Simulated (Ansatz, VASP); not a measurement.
**S3N2O2 in VASP and in Ansatz**

```
N O S
1.0
    -6.76766    0.00000    0.00000
    -0.99599   -2.25589    8.11173
    -0.99599    2.25589    8.11173
N O S
4 4 6
Direct
  0.87900 0.21600 0.11000
  0.62100 0.89000 0.78400
  0.12100 0.78400 0.89000
  0.37900 0.11000 0.21600
  0.81290 0.69230 0.44310
  0.68710 0.55690 0.30770
  0.18710 0.30770 0.55690
  0.31290 0.44310 0.69230
  0.75000 0.87190 0.12810
  0.25000 0.12810 0.87190
  0.86780 0.88020 0.42640
  0.63220 0.57360 0.11980
  0.13220 0.11980 0.57360
  0.36780 0.42640 0.88020
```

Alike in both runs: task single point; functional PBEsol; k mesh 4 × 5 × 5; occupations gaussian, width 0.261 eV; no spin polarisation.

|  | VASP | Ansatz |
| --- | --- | --- |
| version | VASP 6.6.1 | Ansatz 0.2.0 |
| potentials or method | VASP PAW PBE potentials, release 64 (N, O, S), cutoff 520 eV | PAW plane waves |
| valence electrons in the cell | 80 | 80 |

```tsv
	VASP	Ansatz	Ansatz less VASP
pressure (GPa)	3.4	4.1	+0.73
traceless stress, the component that is largest in VASP (GPa)	5.59	5.63	+0.040
rms of the force components (eV/Å)	1.586	1.604	+0.0176
```

VASP's potentials were made for PBE, not for PBEsol. Atom by atom the forces differ by 0.088 eV/Å (rms over components). The functional is the same, so the differences come from potentials, cutoffs and numerics.
